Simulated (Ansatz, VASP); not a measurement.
Two plane-wave programs on Sn

The input POSCAR:

```
Sn
1.0
   -3.0283446690      3.0283446690      1.5993019889
    3.0283446690     -3.0283446690      1.5993019889
    3.0283446690      3.0283446690     -1.5993019889
Sn
2
Direct
    0.7500000000      0.2500000000      0.5000000000
    0.0000000000      0.0000000000      0.0000000000
```

The input INCAR.step1:

```
SYSTEM = Sn
  PREC = Accurate
  ENCUT = 520
  ISMEAR = 0
  SIGMA = 0.15
  LREAL = .FALSE.
  LASPH = .TRUE.
  NELM = 60
  NBANDS = 21
  GGA = PE
  ALGO = Normal
  EDIFF = 1E-4
  LWAVE = .TRUE.
  LCHARG = .FALSE.
```

The input INCAR.step2:

```
SYSTEM = Sn
  PREC = Accurate
  ENCUT = 520
  EDIFF = 1E-6
  ISMEAR = 0
  SIGMA = 0.15
  LREAL = .FALSE.
  LASPH = .TRUE.
  NELM = 60
  ALGO = Normal
  ISIF = 2
  LWAVE = .FALSE.
  LCHARG = .FALSE.
  METAGGA = R2SCAN
  LMIXTAU = .TRUE.
  NBANDS = 21
  ISTART = 1
```

Contents of KPOINTS:

```
regular mesh
0
G
  16 16 16
  0 0 0
```

Input for Ansatz:

```yaml
crystal:
  lattice:
    - [-3.028344669, 3.028344669, 1.5993019889]
    - [3.028344669, -3.028344669, 1.5993019889]
    - [3.028344669, 3.028344669, -1.5993019889]
  atoms:
    - { symbol: Sn, position: [0.75, 0.25, 0.5] }
    - { symbol: Sn, position: [0.0, 0.0, 0.0] }
basis:
  ecutwfc: 500
kpoints:
  mp_grid: { grid: [16, 16, 16] }
hamiltonian:
  xc: r2scan
scf:
  occupations: { method: gaussian, width: 0.15 }
output:
  forces: true
  stress: true
  eigenvalues: true
```

Change from the starting cell: strain +0.0300 x Voigt [1, 1, 0, 0, 0, 0], atoms carried along.

Alike in both runs: task single point; functional r2SCAN; k mesh 16 × 16 × 16; occupations gaussian, width 0.15 eV; no spin polarisation.

|  | VASP | Ansatz |
| --- | --- | --- |
| version | VASP 6.6.1 | Ansatz 0.2.0 |
| potentials or method | VASP PAW PBE potentials, release 64 (Sn_d), cutoff 520 eV | scalar-relativistic, plane waves, PAW |
| valence electrons in the cell | 28 | 28 |

|  | VASP | Ansatz | Ansatz less VASP |
| --- | --- | --- | --- |
| gap on the k mesh at the Fermi level (eV) | none | none | - |
| pressure (GPa) | -2.9 | -2.9 | +0.04 |
| traceless stress, the component that is largest in VASP (GPa) | 1.01 | 1.01 | -0.003 |

VASP's potentials were made for PBE, not for r2SCAN. A gap of «none» marks a metal or a gap that the smearing closes. The functional is the same, so the differences come from potentials, cutoffs and numerics.
